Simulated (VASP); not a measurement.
Here is a VASP 6.6.1 calculation.

INCAR

```
SYSTEM = LiNd
ALGO = Normal ; EDIFF = 1E-6
ENCUT = 750 ; GGA = PE
GGA_COMPAT = .FALSE. ; ISIF = 2
ISMEAR = 0 ; LASPH = .TRUE.
LCHARG = .TRUE. ; LELF = .TRUE.
LMAXMIX = 6 ; LREAL = .FALSE.
LVHAR = .TRUE. ; LWAVE = .FALSE.
NBANDS = 14 ; NELM = 200
PREC = Accurate ; SIGMA = 0.1
```

File KPOINTS:

```
k-points
0
G
  6 6 6
  0 0 0
```

POSCAR

```
LiNd
1.0
    3.4690301907      0.0000000000      0.0000000000
   -1.7345150953      3.0042682716      0.0000000000
    0.0000000000      0.0000000000      5.5882339203
Li Nd
1 1
Direct
    0.0000000000      0.0000000000      0.0000000000
    0.3333333333      0.6666666667      0.5000000000
```

Potentials or basis: VASP PAW PBE potentials, release 64 (Li_sv, Nd_3), 4f in core.

Command:

```console
$ cat potpaw_PBE.64/Li_sv/POTCAR potpaw_PBE.64/Nd_3/POTCAR > POTCAR
$ mpirun -np 1 vasp_std > vasp.out
```

**Question.** What does it give for the pressure?

**Answer.** 0.2 GPa.

**Question.** Estimate the band gap on the k mesh.

**Answer.** Zero (bands 7 and 8 overlap by 0.78 eV).

Stress tensor (GPa, compression positive):
```
0.09 0.00 0.00
0.00 0.09 0.00
0.00 0.00 0.44
```

Caveat: spin-orbit coupling is left out, which moves the levels of the heavy elements; the 4f electrons are frozen in the core, so they carry no moment and show no levels. Spin polarisation is off, so any magnetic state and its effect on volume and gap are missing.
